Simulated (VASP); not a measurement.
# Ru (Im-3m) in VASP: notebook

Ru is run at these levels: PBE; tasks: single point.

Everything below comes from runs of VASP 6.6.1. Logs are shortened: lines on timing, memory, paths and dates and some standing lists are left out, and cuts for length are marked.

### Step 1. The cell of the first run

The structure is cubic, space group Im-3m (No. 229). Conventional cell: a = 2.969 Å, b = 2.969 Å, c = 2.969 Å, α = 90.00°, β = 90.00°, γ = 90.00°. Within 3.4 Å of Ru (site symmetry m-3m) lie 14 Ru at 2.57 to 2.97 Å.

### Step 2. Single point, PBE, collinear spin, ferromagnetic start (volume scaled by 0.92)

File INCAR:

```
SYSTEM = Ru
PREC     = Accurate       ! precision mode
ENCUT    = 520            ! plane-wave cutoff, eV
EDIFF    = 1E-7           ! SCF threshold, eV
ISMEAR   = -1             ! smearing method
SIGMA    = 0.05           ! smearing width, eV
LREAL    = .False.        ! projectors in reciprocal space
LASPH    = .True.         ! aspherical terms in the spheres
NELM     = 150            ! most SCF steps
ALGO     = Normal         ! electronic algorithm
ISIF     = 2              ! what is computed and relaxed
LWAVE    = .False.        ! write WAVECAR
LCHARG   = .True.         ! write CHGCAR
ISPIN    = 2              ! spin polarisation
MAGMOM   = 1              ! initial moments
LORBIT   = 11             ! projections on sites
LMAXMIX  = 4              ! l up to which the mixer works
GGA      = PE             ! functional
LELF     = .True.         ! ELF
LVHAR    = .True.       
NBANDS   = 17             ! bands
```

File KPOINTS:

```
Automatic mesh
0
Gamma
  16 16 16
  0 0 0
```

File POSCAR:

```
Ru
1.0
   -1.4847219141      1.4847219141      1.4847219141
    1.4847219141     -1.4847219141      1.4847219141
    1.4847219141      1.4847219141     -1.4847219141
Ru
1
Direct
    0.0000000000      0.0000000000      0.0000000000
```

Potentials or basis: VASP PAW PBE potentials, release 64 (Ru_pv).

The run is started by

```sh
cat potpaw_PBE.64/Ru_pv/POTCAR > POTCAR
mpirun -np 1 vasp_std > vasp.out
```

OUTCAR:

```text
SYSTEM = Ru
   PREC = Accurate
   ENCUT = 520
   EDIFF = 1E-7
   ISMEAR = -1
   LREAL = .False.
   LASPH = .True.
   NELM = 150
   ISIF = 2
   ISPIN = 2
   LORBIT = 11
   GGA = PE

 ion  position               nearest neighbor table
   1  0.000  0.000  0.000-

  LATTYP: Found a body centered cubic cell.
 ALAT       =     2.9694438282

  Lattice vectors:

 A1 = (  -1.4847219141,   1.4847219141,   1.4847219141)
 A2 = (   1.4847219141,  -1.4847219141,   1.4847219141)
 A3 = (   1.4847219141,   1.4847219141,  -1.4847219141)

Analysis of symmetry for initial positions (statically):
=====================================================================
 Subroutine PRICEL returns:
 Original cell was already a primitive cell.

 Routine SETGRP: Setting up the symmetry group for a
 body centered cubic supercell.

 Subroutine GETGRP returns: Found 48 space group operations
[... 9 lines left out ...]

 Routine SETGRP: Setting up the symmetry group for a
 body centered cubic supercell.

 Subroutine GETGRP returns: Found 48 space group operations
 (whereof 48 operations were pure point group operations)
 out of a pool of 48 trial point group operations.

The dynamic configuration has the point symmetry O_h .

Analysis of structural, dynamic, and magnetic symmetry:
=====================================================================
 Subroutine PRICEL returns:
 Original cell was already a primitive cell.

 Routine SETGRP: Setting up the symmetry group for a
 body centered cubic supercell.

 Subroutine GETGRP returns: Found 48 space group operations
 (whereof 48 operations were pure point group operations)
 out of a pool of 48 trial point group operations.

The overall configuration has the point symmetry O_h .

 Subroutine INISYM returns: Found 48 space group operations
[... 5 lines left out ...]
                                     Primitive cell

  volume of cell :      13.0917

  direct lattice vectors                    reciprocal lattice vectors
    -1.484721914  1.484721914  1.484721914     0.000000000  0.336763400  0.336763400
     1.484721914 -1.484721914  1.484721914     0.336763400  0.000000000  0.336763400
     1.484721914  1.484721914 -1.484721914     0.336763400  0.336763400  0.000000000

  length of vectors
     2.571613790  2.571613790  2.571613790     0.476255368  0.476255368  0.476255368

  position of ions in fractional coordinates (direct lattice)
     0.000000000  0.000000000  0.000000000

  ion indices of the primitive-cell ions
   primitive index   ion index
                 1           1

----------------------------------------------------------------------------------------

 KPOINTS: Automatic mesh

Automatic generation of k-mesh.
 Grid dimensions read from file:
 generate k-points for:   16   16   16

 Generating k-lattice:

  Cartesian coordinates                     Fractional coordinates (reciprocal lattice)
     0.000000000  0.021047713  0.021047713     0.062500000  0.000000000  0.000000000
     0.021047713  0.000000000  0.021047713     0.000000000  0.062500000  0.000000000
     0.021047713  0.021047713  0.000000000     0.000000000  0.000000000  0.062500000

  Length of vectors
     0.029765960  0.029765960  0.029765960

  Shift w.r.t. Gamma in fractional coordinates (k-lattice)
     0.000000000  0.000000000  0.000000000

 Subroutine IBZKPT returns following result:
 ===========================================

 Found    145 irreducible k-points:

 Following reciprocal coordinates:
            Coordinates               Weight
  0.000000  0.000000  0.000000      1.000000
  0.062500  0.000000  0.000000     12.000000
  0.125000  0.000000  0.000000     12.000000
  0.187500  0.000000  0.000000     12.000000
  0.250000  0.000000  0.000000     12.000000
  0.312500  0.000000  0.000000     12.000000
[... 16 lines left out ...]
  0.187500  0.187500  0.000000     24.000000
  0.250000  0.187500  0.000000     48.000000
 [... further k-points ...]
   k-points           NKPTS =    145   k-points in BZ     NKDIM =    145   number of bands    NBANDS=     17
   number of dos      NEDOS =    301   number of ions     NIONS =      1
   total plane-waves  NPLWV =   8000
   dimension x,y,z NGX =    20 NGY =   20 NGZ =   20
   dimension x,y,z NGXF=    40 NGYF=   40 NGZF=   40
   ions per type =               1
   NGX,Y,Z   is equivalent  to a cutoff of  12.93, 12.93, 12.93 a.u.
   NGXF,Y,Z  is equivalent  to a cutoff of  25.86, 25.86, 25.86 a.u.
 SYSTEM =  Ru
   PREC   = accura    normal or accurate (medium, high low for compatibility)
   ISTART =      0    job   : 0-new  1-cont  2-samecut
   ICHARG =      2    charge: 1-file 2-atom 10-const
   ISPIN  =      2    spin polarized calculation?
   LNONCOLLINEAR =      F non collinear calculations
   LSORBIT =      F    spin-orbit coupling
   LASPH  =      T    aspherical Exc in radial PAW
   ENCUT  =  520.0 eV  38.22 Ry    6.18 a.u.   4.78  4.78  4.78*2*pi/ulx,y,z
   NELM   =    150;   NELMIN=  2; NELMDL= -5     # of ELM steps
   EDIFF  = 0.1E-06   stopping-criterion for ELM
   LREAL  =      F    real-space projection
   EDIFFG = 0.1E-05   stopping-criterion for IOM
   NSW    =      0    number of steps for IOM
   IBRION =     -1    ionic relax: 0-MD 1-quasi-New 2-CG
   NFREE  =      0    steps in history (QN), initial steepest desc. (CG)
   ISIF   =      2    stress and relaxation
   ISYM   =      2    0-nonsym 1-usesym 2-fastsym
   POTIM  = 0.5000    time-step for ionic-motion
   TEBEG  =    0.0;   TEEND  =   0.0 temperature during run
   PSTRESS=    0.0 pullay stress
   NELECT =      14.0000    total number of electrons
   NUPDOWN=      -1.0000    fix difference up-down
   EMIN   =  10.00;   EMAX   =-10.00  energy-range for DOS
[... 5 lines left out ...]
     AMIX     =   0.40;   BMIX     =  1.00
     AMIX_MAG =   1.60;   BMIX_MAG =  1.00
  volume/ion in A,a.u.               =      13.09        88.35
  Fermi-wavevector in a.u.,A,eV,Ry     =   1.674117  3.163622 38.132596  2.802667
  Thomas-Fermi vector in A             =   2.758969
   LORBIT       =     11    0 simple, 1 ext, 2 COOP (PROOUT), +10 PAW based schemes
   GGA     = PE    functional components
   LHFCALC =     F    Hartree Fock is set to
   AEXX    =    0.0000 exact exchange contribution
   IVDW    =     0    specifies the selected vdW correction
   LEPSILON=     F    determine dielectric tensor
   LRPA    =     F    only Hartree local field effects (RPA)
 spin polarized calculation
  energy-cutoff  :      520.00
  volume of cell :       13.09
 maximum number of plane-waves:       370
   NGX =  9   NGY =  9   NGZ =  9

 number of electron      13.9999999 magnetization       0.0006814

 number of electron      13.9999999 magnetization      -0.0000298

 Free energy of the ion-electron system (eV)
  ---------------------------------------------------
  ext. energy  EPLUGINS =         0.00000000
  ---------------------------------------------------
  free energy    TOTEN  =        -8.51971688 eV

  energy without entropy =       -8.50416318  energy(sigma->0) =       -8.51194003

 E-fermi :  13.6946     XC(G=0): -14.3359

 val. band max:       13.6927026482   @ k =   0.1875   0.0625   0.0625
 cond. band min:      13.6979223169   @ k =   0.3125   0.1875   0.0625
 fundamental gap:      0.0052196686
 Fermi energy:        13.6946252223

 spin component 1

 k-point     1 :       0.0000    0.0000    0.0000
  band No.  band energies     occupation
      1     -28.9045      1.00000
      2     -28.9045      1.00000
      3     -28.9045      1.00000
      4       5.3101      1.00000
      5      10.6059      1.00000
      6      10.6059      1.00000
[... 9 lines left out ...]
     16      46.9069      0.00000
     17      46.9069      0.00000

 k-point     2 :       0.0625    0.0000    0.0000
  band No.  band energies     occupation
      1     -28.9537      1.00000
      2     -28.9201      1.00000
      3     -28.9048      1.00000
      4       5.4939      1.00000
      5      10.5178      1.00000
      6      10.5997      1.00000
[... 9 lines left out ...]
     16      46.4635      0.00000
     17      46.6057      0.00000

 k-point     3 :       0.1250    0.0000    0.0000
  band No.  band energies     occupation
      1     -29.0924      1.00000
      2     -28.9640      1.00000
      3     -28.9054      1.00000
      4       6.0090      1.00000
      5      10.2750      1.00000
      6      10.5669      1.00000
[... 9 lines left out ...]
     16      44.9601      0.00000
     17      46.1952      0.00000

 k-point     4 :       0.1875    0.0000    0.0000
  band No.  band energies     occupation
      1     -29.2964      1.00000
      2     -29.0293      1.00000
      3     -28.9064      1.00000
      4       6.7170      1.00000
      5       9.9323      1.00000
      6      10.5365      1.00000
[... 9 lines left out ...]
     16      42.5533      0.00000
     17      45.5252      0.00000
[... 343 lines left out ...]
      1     -30.0632      1.00000
      2     -29.3606      1.00000
      3     -28.9757      1.00000
      4       7.4148      1.00000
      5       8.8402      1.00000
      6      12.5321      1.00000
[... 9 lines left out ...]
     16      43.9402      0.00000
     17      47.7663      0.00000

 k-point    23 :       0.1875    0.1875    0.0000
  band No.  band energies     occupation
      1     -29.7372      1.00000
      2     -29.1985      1.00000
      3     -28.9928      1.00000
      4       8.1488      1.00000
      5       9.4916      1.00000
      6      10.0770      1.00000
[... 9 lines left out ...]
     16      44.5764      0.00000
     17      46.4084      0.00000

 k-point    24 :       0.2500    0.1875    0.0000
  band No.  band energies     occupation
      1     -29.8597      1.00000
      2     -29.3005      1.00000
      3     -29.0089      1.00000
      4       8.1682      1.00000
      5       9.2519      1.00000
      6      10.6018      1.00000
[... 9 lines left out ...]
     16      44.3944      0.00000
     17      46.6116      0.00000

 [... further k-points ...]

 spin component 2

 k-point     1 :       0.0000    0.0000    0.0000
  band No.  band energies     occupation
      1     -28.9046      1.00000
      2     -28.9046      1.00000
      3     -28.9046      1.00000
      4       5.3101      1.00000
      5      10.6059      1.00000
      6      10.6059      1.00000
[... 9 lines left out ...]
     16      46.9069      0.00000
     17      46.9069      0.00000

 k-point     2 :       0.0625    0.0000    0.0000
  band No.  band energies     occupation
      1     -28.9537      1.00000
      2     -28.9201      1.00000
      3     -28.9048      1.00000
      4       5.4939      1.00000
      5      10.5177      1.00000
      6      10.5997      1.00000
[... 9 lines left out ...]
     16      46.4635      0.00000
     17      46.6056      0.00000

 k-point     3 :       0.1250    0.0000    0.0000
  band No.  band energies     occupation
      1     -29.0924      1.00000
      2     -28.9641      1.00000
      3     -28.9054      1.00000
      4       6.0090      1.00000
      5      10.2750      1.00000
      6      10.5669      1.00000
[... 9 lines left out ...]
     16      44.9601      0.00000
     17      46.1951      0.00000

 k-point     4 :       0.1875    0.0000    0.0000
  band No.  band energies     occupation
      1     -29.2964      1.00000
      2     -29.0293      1.00000
      3     -28.9064      1.00000
      4       6.7170      1.00000
      5       9.9323      1.00000
      6      10.5365      1.00000
[... 9 lines left out ...]
     16      42.5533      0.00000
     17      45.5251      0.00000
[... 343 lines left out ...]
      1     -30.0632      1.00000
      2     -29.3606      1.00000
      3     -28.9758      1.00000
      4       7.4148      1.00000
      5       8.8402      1.00000
      6      12.5321      1.00000
[... 9 lines left out ...]
     16      43.9401      0.00000
     17      47.7663      0.00000

 k-point    23 :       0.1875    0.1875    0.0000
  band No.  band energies     occupation
      1     -29.7373      1.00000
      2     -29.1985      1.00000
      3     -28.9929      1.00000
      4       8.1488      1.00000
      5       9.4916      1.00000
      6      10.0770      1.00000
[... 9 lines left out ...]
     16      44.5764      0.00000
     17      46.4084      0.00000

 k-point    24 :       0.2500    0.1875    0.0000
  band No.  band energies     occupation
      1     -29.8597      1.00000
      2     -29.3005      1.00000
      3     -29.0089      1.00000
      4       8.1681      1.00000
      5       9.2519      1.00000
      6      10.6018      1.00000
[... 9 lines left out ...]
     16      44.3944      0.00000
     17      46.6116      0.00000

 [... further k-points ...]

------------------------ aborting loop because EDIFF is reached ----------------------------------------

  FORCE on cell =-STRESS in cart. coord.  units (eV):
  Direction    XX          YY          ZZ          XY          YZ          ZX
  --------------------------------------------------------------------------------------
  -------------------------------------------------------------------------------------
  Total        2.3424571      2.3424571      2.3424571      0.0000000      0.0000000      0.0000000
  in kB      286.6730561    286.6730561    286.6730561      0.0000000      0.0000000      0.0000000
  external PRESSURE =     286.6730561 kB  Pullay stress =       0.0000000 kB

 VOLUME and BASIS-vectors are now :
 -----------------------------------------------------------------------------
  energy-cutoff  :      520.00
  volume of cell :       13.09
      direct lattice vectors                 reciprocal lattice vectors
    -1.484721914  1.484721914  1.484721914     0.000000000  0.336763400  0.336763400
     1.484721914 -1.484721914  1.484721914     0.336763400  0.000000000  0.336763400
     1.484721914  1.484721914 -1.484721914     0.336763400  0.336763400  0.000000000

 POSITION                                       TOTAL-FORCE (eV/Angst)
 -----------------------------------------------------------------------------------
      0.00000      0.00000      0.00000         0.000000      0.000000     -0.000000
 -----------------------------------------------------------------------------------
    total drift:                                0.000000     -0.000000      0.000000

  FREE ENERGIE OF THE ION-ELECTRON SYSTEM (eV)
  ---------------------------------------------------
  free  energy   TOTEN  =        -8.5197168824 eV

  energy  without entropy=       -8.5041631752  energy(sigma->0) =       -8.51194003

 total charge

# of ion       s       p       d       tot
------------------------------------------
    1        0.414   6.323   6.020  12.757

 magnetization (x)

# of ion       s       p       d       tot
------------------------------------------
    1       -0.000  -0.000  -0.000  -0.000
```

It took 28 s on 1 thread of Intel Xeon 6975P-C (Granite Rapids), shared host; peak memory 0.17 GiB.

Results:

```
Free energy                                           : -8.5197 eV
Pressure                                              : 28.7 GPa
Band gap on the k mesh                                : zero (filled and empty bands overlap)
Net moment                                            : 0.00 μB per cell
Valence electrons inside the program's atomic spheres : Ru 12.76
```

Caveat: the cell differs from its parent crystal (volume scaled by 0.92).

### Step 3. Single point, PBE, collinear spin, ferromagnetic start

This run uses another cell than the first one, of 14.23 Å³/atom, 1.087 times its volume.

File INCAR:

```
  PREC = Accurate
  ENCUT = 520
  EDIFF = 1E-7
  ISMEAR = -1
  SIGMA = 0.05
  LREAL = F
  LASPH = T
  NELM = 150
  ALGO = Normal
  ISIF = 2
  LWAVE = F
  LCHARG = F
  ISPIN = 2
  MAGMOM = 1
  LORBIT = 11
  LMAXMIX = 4
  GGA = PE
  NBANDS = 17
```

File KPOINTS:

```
Automatic mesh
0
Gamma
  16 16 16
```

File POSCAR:

```
Ru
1.0
   -1.5265669048      1.5265669048      1.5265669048
    1.5265669048     -1.5265669048      1.5265669048
    1.5265669048      1.5265669048     -1.5265669048
Ru
1
Direct
    0.0000000000      0.0000000000      0.0000000000
```

Potentials or basis: VASP PAW PBE potentials, release 64 (Ru_pv).

The run is started by

```sh
cat potpaw_PBE.64/Ru_pv/POTCAR > POTCAR
mpirun -np 1 vasp_std > vasp.out
```

Run time: 33 s. Hardware: 1 thread of Intel Xeon 6975P-C (Granite Rapids), shared host; peak memory 0.17 GiB.

Results (log left out):

```
Free energy                                           : -8.6144 eV
Pressure                                              : 0.0 GPa
Band gap on the k mesh                                : zero (filled and empty bands overlap)
Net moment                                            : 0.00 μB per cell
Valence electrons inside the program's atomic spheres : Ru 12.58
```

Levels at points of the mesh, in eV from the Fermi level:
Spin up:
```csv
k point,band 4,band 5,band 6,band 7,band 8,band 9,band 10,band 11
"(0.00, 0.00, 0.00)",-7.87,-2.74,-2.74,-2.74,-0.09,-0.09,10.56,17.13
"(0.50, 0.00, 0.00)",-6.02,-4.44,-0.12,0.35,1.17,2.34,9.98,10.56
"(0.50, 0.50, 0.50)",-6.09,-6.09,1.75,1.75,1.75,9.22,9.22,9.22
```
Spin down:
| k point | band 5 | band 6 | band 7 | band 8 | band 9 | band 10 |
| --- | --- | --- | --- | --- | --- | --- |
| (0.00, 0.00, 0.00) | -2.74 | -2.74 | -2.74 | -0.09 | -0.09 | 10.56 |
| (0.50, 0.00, 0.00) | -4.44 | -0.12 | 0.35 | 1.17 | 2.34 | 9.98 |
| (0.50, 0.50, 0.50) | -6.09 | 1.75 | 1.75 | 1.75 | 9.22 | 9.22 |

(Part 1 of 2 ends here.)
